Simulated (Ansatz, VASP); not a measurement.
**Be2Cd2O in VASP and in Ansatz**

```xyz
5
Lattice="4.5747 0.0000 0.0000 0.0000 4.5747 0.0000 0.0000 0.0000 3.9549" Properties=species:S:1:pos:R:3 pbc="T T T"
Be    2.2873    2.2873    0.9910
Be    2.2873    2.2873    2.9638
Cd    0.0000    2.2873    1.9774
Cd    2.2873    0.0000    1.9774
O     0.0000    0.0000    0.0000
```

Change from the starting cell: species swapped into the CeMg2Si2 type (P4/mmm, No. 123).

Alike in both runs: functional PBE; k mesh 8 × 8 × 10; occupations gaussian, width 0.1 eV; collinear spin.

Ansatz relaxed the structure, and its values are those at the end. VASP's run is a single point on that final structure, the one shown.

|  | VASP | Ansatz |
| --- | --- | --- |
| version | VASP 6.6.1 | Ansatz 0.2.0 |
| potentials or method | VASP PAW PBE potentials, release 64 (Be, Cd, O), cutoff 520 eV | scalar-relativistic, plane waves, PAW |
| valence electrons in the cell | 34 | 50 |

Ansatz gave:

| Item | Value |
| --- | --- |
| gap on the k mesh at the Fermi level (eV) | none |
| pressure (GPa) | 0.0 |
| rms of the force components (eV/Å) | 0.002 |
| net moment per atom (μB) | 0.31 |
| size of the moment on the site where the two differ most (μB) | 0.88 |

Question: Which values does VASP return?

Answer: gap on the k mesh at the Fermi level (eV): none; pressure (GPa): 0.2; rms of the force components (eV/Å): 0.008; net moment per atom (μB): 0.31; size of the moment on the site where the two differ most (μB): 0.73.

Site moments also hang on the region over which each program counts them. A gap of «none» marks a metal or a gap that the smearing closes. VASP's potentials hold 34 valence electrons a cell and Ansatz's 50, so a difference there can come from the potentials and not from the codes.
